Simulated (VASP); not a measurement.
# LaS2 (P4/nmm) in VASP: single point with LDA

Aim: the single point of LaS2 with LDA.

All numbers are computed with VASP 6.6.1; they aren't measurements. Logs are shortened: lines on timing, memory, paths and dates and some standing lists are left out, and cuts for length are marked.

### Step 1. The cell of the first run

Symmetry: P4/nmm, No. 129, tetragonal system. Conventional cell: a = 4.046 Å, b = 4.046 Å, c = 8.318 Å, α = 90.00°, β = 90.00°, γ = 90.00°. La (site symmetry 4mm) has 9 S at 2.95 to 3.06 Å and 4 La at 4.05 Å within 4.1 Å. Within 4.1 Å of S (site symmetry 4mm) lie 5 La at 2.95 to 3.00 Å and 12 S at 3.64 to 4.05 Å. Within 3.8 Å of S (site symmetry -4m2) lie 8 S at 2.86 to 3.64 Å and 4 La at 3.06 Å.

### Step 2. Single point, LDA

The input, INCAR:

```
SYSTEM = LaS2
PREC = Accurate ; ENCUT = 500
EDIFF = 1E-6 ; ISMEAR = 0
SIGMA = 0.01 ; LREAL = .False.
LASPH = .True. ; NELM = 200
ALGO = Normal ; ISIF = 2
LWAVE = .False. ; LCHARG = .False.
NBANDS = 32 ; GGA_COMPAT = .False.
LMAXMIX = 6
```

The input, KPOINTS:

```
Automatic mesh
0
Gamma
  3 3 2
  0 0 0
```

The input, POSCAR:

```
LaS2
1.0
    4.0463430000      0.0000000000      0.0000000000
    0.0000000000      4.0463430000      0.0000000000
    0.0000000000      0.0000000000      8.3176780000
La S
2 4
Direct
    0.0000000000      0.5000000000      0.7242330000
    0.5000000000      0.0000000000      0.2757670000
    0.0000000000      0.5000000000      0.3639720000
    0.5000000000      0.0000000000      0.6360280000
    0.0000000000      0.0000000000      0.0000000000
    0.5000000000      0.5000000000      0.0000000000
```

Potentials or basis: VASP PAW LDA potentials, release 64 (La, S).

Launch:

```console
cat potpaw_LDA.64/La/POTCAR potpaw_LDA.64/S/POTCAR > POTCAR
mpirun -np 1 vasp_std > vasp.out
```

OUTCAR:

```text
SYSTEM = LaS2
   PREC = Accurate
   ENCUT = 500
   EDIFF = 1E-6
   ISMEAR = 0
   LREAL = .False.
   LASPH = .True.
   NELM = 200
   ISIF = 2

 ion  position               nearest neighbor table
   1  0.000  0.500  0.724-   4 2.95   4 2.95   4 2.95   4 2.95   3 3.00   5 3.06   6 3.06   6 3.06
                             5 3.06
   2  0.500  0.000  0.276-   3 2.95   3 2.95   3 2.95   3 2.95   4 3.00   6 3.06   6 3.06   5 3.06
                             5 3.06
   3  0.000  0.500  0.364-   2 2.95   2 2.95   2 2.95   2 2.95   1 3.00
   4  0.500  0.000  0.636-   1 2.95   1 2.95   1 2.95   1 2.95   2 3.00
   5  0.000  0.000  0.000-   1 3.06   2 3.06   1 3.06   2 3.06
   6  0.500  0.500  0.000-   1 3.06   2 3.06   2 3.06   1 3.06

  LATTYP: Found a simple tetragonal cell.
 ALAT       =     4.0463430000
 C/A-ratio  =     2.0556037884

  Lattice vectors:

 A1 = (   4.0463430000,   0.0000000000,   0.0000000000)
 A2 = (   0.0000000000,   4.0463430000,   0.0000000000)
 A3 = (   0.0000000000,   0.0000000000,   8.3176780000)

Analysis of symmetry for initial positions (statically):
=====================================================================
 Subroutine PRICEL returns:
 Original cell was already a primitive cell.

 Routine SETGRP: Setting up the symmetry group for a
 simple tetragonal supercell.

 Subroutine GETGRP returns: Found 16 space group operations
 (whereof  8 operations were pure point group operations)
 out of a pool of 16 trial point group operations.

The static configuration has the point symmetry D_2d.
 The point group associated with its full space group is D_4h.

Analysis of symmetry for dynamics (positions and initial velocities):
=====================================================================
 Subroutine PRICEL returns:
 Original cell was already a primitive cell.

 Routine SETGRP: Setting up the symmetry group for a
 simple tetragonal supercell.

 Subroutine GETGRP returns: Found 16 space group operations
 (whereof  8 operations were pure point group operations)
 out of a pool of 16 trial point group operations.

The dynamic configuration has the point symmetry D_2d.
 The point group associated with its full space group is D_4h.

 Subroutine INISYM returns: Found 16 space group operations
 (whereof  8 operations are pure point group operations),
 and found     1 'primitive' translations

----------------------------------------------------------------------------------------

                                     Primitive cell

  volume of cell :     136.1844

  direct lattice vectors                    reciprocal lattice vectors
     4.046343000  0.000000000  0.000000000     0.247136736  0.000000000  0.000000000
     0.000000000  4.046343000  0.000000000     0.000000000  0.247136736  0.000000000
     0.000000000  0.000000000  8.317678000     0.000000000  0.000000000  0.120225861

  length of vectors
     4.046343000  4.046343000  8.317678000     0.247136736  0.247136736  0.120225861

  position of ions in fractional coordinates (direct lattice)
     0.000000000  0.500000000  0.724233000
     0.500000000  0.000000000  0.275767000
     0.000000000  0.500000000  0.363972000
     0.500000000  0.000000000  0.636028000
     0.000000000  0.000000000  0.000000000
     0.500000000  0.500000000  0.000000000

  ion indices of the primitive-cell ions
   primitive index   ion index
                 1           1
                 2           2
                 3           3
                 4           4
                 5           5
                 6           6

----------------------------------------------------------------------------------------

 KPOINTS: Automatic mesh

Automatic generation of k-mesh.
 Grid dimensions read from file:
 generate k-points for:    3    3    2

 Generating k-lattice:

  Cartesian coordinates                     Fractional coordinates (reciprocal lattice)
     0.082378912  0.000000000  0.000000000     0.333333333  0.000000000  0.000000000
     0.000000000  0.082378912  0.000000000     0.000000000  0.333333333  0.000000000
     0.000000000  0.000000000  0.060112931     0.000000000  0.000000000  0.500000000

  Length of vectors
     0.082378912  0.082378912  0.060112931

  Shift w.r.t. Gamma in fractional coordinates (k-lattice)
     0.000000000  0.000000000  0.000000000

 Subroutine IBZKPT returns following result:
 ===========================================

 Found      6 irreducible k-points:

 Following reciprocal coordinates:
            Coordinates               Weight
  0.000000  0.000000  0.000000      1.000000
  0.333333  0.000000  0.000000      4.000000
  0.333333  0.333333  0.000000      4.000000
  0.000000  0.000000  0.500000      1.000000
  0.333333  0.000000  0.500000      4.000000
  0.333333  0.333333  0.500000      4.000000
   k-points           NKPTS =      6   k-points in BZ     NKDIM =      6   number of bands    NBANDS=     32
   number of dos      NEDOS =    301   number of ions     NIONS =      6
   total plane-waves  NPLWV =  57600
   dimension x,y,z NGX =    30 NGY =   30 NGZ =   64
   dimension x,y,z NGXF=    60 NGYF=   60 NGZF=  128
   ions per type =               2   4
   NGX,Y,Z   is equivalent  to a cutoff of  12.33, 12.33, 12.79 a.u.
   NGXF,Y,Z  is equivalent  to a cutoff of  24.65, 24.65, 25.58 a.u.
 SYSTEM =  LaS2
   PREC   = accura    normal or accurate (medium, high low for compatibility)
   ISTART =      0    job   : 0-new  1-cont  2-samecut
   ICHARG =      2    charge: 1-file 2-atom 10-const
   ISPIN  =      1    spin polarized calculation?
   LNONCOLLINEAR =      F non collinear calculations
   LSORBIT =      F    spin-orbit coupling
   LASPH  =      T    aspherical Exc in radial PAW
   ENCUT  =  500.0 eV  36.75 Ry    6.06 a.u.   7.38  7.38 15.17*2*pi/ulx,y,z
   NELM   =    200;   NELMIN=  2; NELMDL= -5     # of ELM steps
   EDIFF  = 0.1E-05   stopping-criterion for ELM
   LREAL  =      F    real-space projection
   EDIFFG = 0.1E-04   stopping-criterion for IOM
   NSW    =      0    number of steps for IOM
   IBRION =     -1    ionic relax: 0-MD 1-quasi-New 2-CG
   NFREE  =      0    steps in history (QN), initial steepest desc. (CG)
   ISIF   =      2    stress and relaxation
   ISYM   =      2    0-nonsym 1-usesym 2-fastsym
   POTIM  = 0.5000    time-step for ionic-motion
   TEBEG  =    0.0;   TEEND  =   0.0 temperature during run
   PSTRESS=    0.0 pullay stress
   NELECT =      46.0000    total number of electrons
   NUPDOWN=      -1.0000    fix difference up-down
   EMIN   =  10.00;   EMAX   =-10.00  energy-range for DOS
   EFERMI =   0.00;   METHOD = LEGACY
   ISMEAR =     0;   SIGMA  =   0.01  broadening in eV -4-tet -1-fermi 0-gaus
   EFERMI_NEDOS =   21; number of points for ismear=-14 and -15
   IALGO  =     38    algorithm
   IMIX   =      4    mixing-type and parameters
     AMIX     =   0.40;   BMIX     =  1.00
     AMIX_MAG =   1.60;   BMIX_MAG =  1.00
  volume/ion in A,a.u.               =      22.70       153.17
  Fermi-wavevector in a.u.,A,eV,Ry     =   1.140123  2.154520 17.685939  1.299880
  Thomas-Fermi vector in A             =   2.276825
   LORBIT       =      0    0 simple, 1 ext, 2 COOP (PROOUT), +10 PAW based schemes
   GGA     = CA    functional components
   LHFCALC =     F    Hartree Fock is set to
   AEXX    =    0.0000 exact exchange contribution
   IVDW    =     0    specifies the selected vdW correction
   LEPSILON=     F    determine dielectric tensor
   LRPA    =     F    only Hartree local field effects (RPA)
 non-spin polarized calculation
 Gauss-broadening in eV      SIGMA  =   0.01
  energy-cutoff  :      500.00
  volume of cell :      136.18
 maximum number of plane-waves:      3503
 NGX is ok and might be reduce to    30
   NGX = 15   NGY = 15   NGZ = 31

 number of electron      45.9999992 magnetization

 Free energy of the ion-electron system (eV)
  ---------------------------------------------------
  ext. energy  EPLUGINS =         0.00000000
  ---------------------------------------------------
  free energy    TOTEN  =       -40.92194848 eV

  energy without entropy =      -40.92005442  energy(sigma->0) =      -40.92100145

 E-fermi :   6.7391     XC(G=0): -10.4195

 val. band max:        6.4559879092   @ k =   0.0000   0.0000   0.0000
 cond. band min:       6.7417550667   @ k =   0.3333   0.3333   0.0000
 fundamental gap:      0.2857671575
 Fermi energy:         6.7390558255

 k-point     1 :       0.0000    0.0000    0.0000
  band No.  band energies     occupation
      1     -25.0697      2.00000
      2     -25.0550      2.00000
      3      -9.5236      2.00000
      4      -8.8535      2.00000
      5      -8.7481      2.00000
      6      -8.7481      2.00000
[... 24 lines left out ...]
     31       9.3697      0.00000
     32       9.4053      0.00000

 k-point     2 :       0.3333    0.0000    0.0000
  band No.  band energies     occupation
      1     -25.0409      2.00000
      2     -25.0335      2.00000
      3      -9.3467      2.00000
      4      -9.3348      2.00000
      5      -9.2223      2.00000
      6      -8.8807      2.00000
[... 24 lines left out ...]
     31       9.5102      0.00000
     32       9.5621      0.00000

 k-point     3 :       0.3333    0.3333    0.0000
  band No.  band energies     occupation
      1     -25.0155      2.00000
      2     -25.0118      2.00000
      3      -9.2550      2.00000
      4      -9.1456      2.00000
      5      -9.1437      2.00000
      6      -9.0314      2.00000
[... 24 lines left out ...]
     31       9.4661      0.00000
     32       9.4929      0.00000

 k-point     4 :       0.0000    0.0000    0.5000
  band No.  band energies     occupation
      1     -25.0667      2.00000
      2     -25.0580      2.00000
      3      -9.3155      2.00000
      4      -9.1601      2.00000
      5      -8.7360      2.00000
      6      -8.7360      2.00000
[... 24 lines left out ...]
     31       9.4601      0.00000
     32       9.4731      0.00000

 k-point     5 :       0.3333    0.0000    0.5000
  band No.  band energies     occupation
      1     -25.0394      2.00000
      2     -25.0350      2.00000
      3      -9.4289      2.00000
      4      -9.4026      2.00000
      5      -8.9954      2.00000
      6      -8.9382      2.00000
[... 24 lines left out ...]
     31       9.5157      0.00000
     32       9.5247      0.00000

 k-point     6 :       0.3333    0.3333    0.5000
  band No.  band energies     occupation
      1     -25.0147      2.00000
      2     -25.0125      2.00000
      3      -9.2838      2.00000
      4      -9.2125      2.00000
      5      -9.0952      2.00000
      6      -9.0686      2.00000
[... 24 lines left out ...]
     31       9.3977      0.00000
     32       9.4905      0.00000

------------------------ aborting loop because EDIFF is reached ----------------------------------------

  FORCE on cell =-STRESS in cart. coord.  units (eV):
  Direction    XX          YY          ZZ          XY          YZ          ZX
  --------------------------------------------------------------------------------------
  -------------------------------------------------------------------------------------
  Total       -4.7791997     -4.7791997     -4.0200442      0.0000000      0.0000000      0.0000000
  in kB      -56.2261398    -56.2261398    -47.2948578      0.0000000      0.0000000      0.0000000
  external PRESSURE =     -53.2490458 kB  Pullay stress =       0.0000000 kB

 VOLUME and BASIS-vectors are now :
 -----------------------------------------------------------------------------
  energy-cutoff  :      500.00
  volume of cell :      136.18
      direct lattice vectors                 reciprocal lattice vectors
     4.046343000  0.000000000  0.000000000     0.247136736  0.000000000  0.000000000
     0.000000000  4.046343000  0.000000000     0.000000000  0.247136736  0.000000000
     0.000000000  0.000000000  8.317678000     0.000000000  0.000000000  0.120225861

 POSITION                                       TOTAL-FORCE (eV/Angst)
 -----------------------------------------------------------------------------------
      0.00000      2.02317      6.02394         0.000000      0.000000      0.055491
      2.02317      0.00000      2.29374         0.000000      0.000000     -0.055491
      0.00000      2.02317      3.02740         0.000000      0.000000      0.028936
      2.02317      0.00000      5.29028         0.000000      0.000000     -0.028936
      0.00000      0.00000      0.00000         0.000000      0.000000      0.000000
      2.02317      2.02317      0.00000         0.000000     -0.000000      0.000000
 -----------------------------------------------------------------------------------
    total drift:                                0.000000      0.000000      0.000000

  FREE ENERGIE OF THE ION-ELECTRON SYSTEM (eV)
  ---------------------------------------------------
  free  energy   TOTEN  =       -40.9219484762 eV

  energy  without entropy=      -40.9200544195  energy(sigma->0) =      -40.92100145
```

It took 28 s on 1 thread of Intel Xeon Platinum 8488C (Sapphire Rapids), shared host; peak memory 0.2 GiB.

What came out:

| Quantity | Value |
| --- | --- |
| Free energy | -40.9219 eV |
| Pressure | -5.3 GPa |
| Largest force | 0.055 eV/Å |
| Band gap on the k mesh | zero (bands 23 and 24 overlap by 1.73 eV) |

Forces on the atoms (eV/Å):
```
La   0.000  0.000  0.055
La   0.000  0.000 -0.055
S    0.000  0.000  0.029
S    0.000  0.000 -0.029
S    0.000  0.000  0.000
S    0.000  0.000  0.000
```

Caveat: the k points lie up to 0.52 Å⁻¹ apart, too coarse for converged energies and pressures of a metal; spin-orbit coupling is left out, which moves the levels of the heavy elements.
